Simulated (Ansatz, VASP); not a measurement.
Two plane-wave programs on PbS

INCAR

```
ALGO = Normal
EDIFF = 1E-6
ENCUT = 520
GGA = PE
ISIF = 2
ISMEAR = 0
IVDW = 12
LASPH = True
LCHARG = False
LREAL = False
LWAVE = False
NBANDS = 17
NELM = 100
PREC = Accurate
SIGMA = 0.02
```

The input KPOINTS:

```
k-points
0
Gamma
  10 10 10
```

Contents of POSCAR:

```
PbS
1.0
    0.0000000000      2.9379472287      2.9379472287
    2.9379472287      0.0000000000      2.9379472287
    2.9379472287      2.9379472287      0.0000000000
Pb S
1 1
Direct
    0.0000000000      0.0000000000      0.0000000000
    0.5000000000      0.5000000000      0.5000000000
```

Input for Ansatz:

```yaml
crystal:
  lattice:
    - [0.0, 2.9379472287, 2.9379472287]
    - [2.9379472287, 0.0, 2.9379472287]
    - [2.9379472287, 2.9379472287, 0.0]
  atoms:
    - { symbol: Pb, position: [0.0, 0.0, 0.0] }
    - { symbol: S, position: [0.5, 0.5, 0.5] }
basis:
  ecutwfc: 420
kpoints:
  mp_grid: { grid: [10, 10, 10] }
hamiltonian:
  xc: pbe
  dispersion: d3bj
scf:
  occupations: { method: gaussian, width: 0.02 }
output:
  forces: true
  stress: true
  eigenvalues: true
```

Alike in both runs: task single point; functional PBE; dispersion D3(BJ); k mesh 10 × 10 × 10; occupations gaussian, width 0.02 eV; no spin polarisation.

|  | VASP | Ansatz |
| --- | --- | --- |
| version | VASP 6.6.1 | Ansatz 0.2.0 |
| potentials or method | VASP PAW PBE potentials, release 64 (Pb_d, S), cutoff 520 eV | scalar-relativistic, plane waves, PAW |
| valence electrons in the cell | 20 | 20 |

Ansatz gave:

```
gap on the k mesh at the Fermi level (eV) : 0.25
least direct gap on the mesh (eV)         : 0.25
pressure (GPa)                            : 1.8
```

Q: Estimate VASP's values.

A: gap on the k mesh at the Fermi level (eV): 0.25; least direct gap on the mesh (eV): 0.25; pressure (GPa): 1.7.

Spin-orbit coupling is off throughout.
